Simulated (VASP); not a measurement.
Runs of VASP 6.6.1 on Ge. The structure is that of space group I4_1/amd (No. 141), or close to it. The cells are those of the table. 

```tsv
cell	gap on the mesh (eV)	pressure (GPa)
a = 3.910, b = 3.910, c = 5.925 Å, 4 atoms	none	3.6
a = 3.910, b = 3.910, c = 5.898 Å, 4 atoms	none	3.9
a = 4.113, b = 4.113, c = 5.529 Å, 4 atoms	(b)	(a)
a = 4.236, b = 4.236, c = 5.621 Å, 4 atoms	none	-2.8
a = 4.150, b = 4.150, c = 5.414 Å, 4 atoms	none	1.5
```

Alike in all rows: task single point; level PBE; potentials or basis VASP PAW PBE potentials, release 64 (Ge_d); no spin polarisation; k mesh 14 × 14 × 10; cutoff (eV) 520; smearing gaussian 0.1 eV.

**Question.** Estimate the missing entries.

**Answer.** (a) 1.3; (b) 0.01.

Caveats: semilocal functionals underestimate gaps, and a narrow one can read as zero; the stress differs along the axes, from -0 to 5 GPa (at least some runs); the stress differs along the axes, from 1 to 6 GPa (at least some runs); the smearing spreads over this small gap (at least some runs).

A k mesh can miss the band edges, and the runs leave out spin-orbit coupling on Ge.

A gap of «none» marks levels without a gap at the run's occupations.
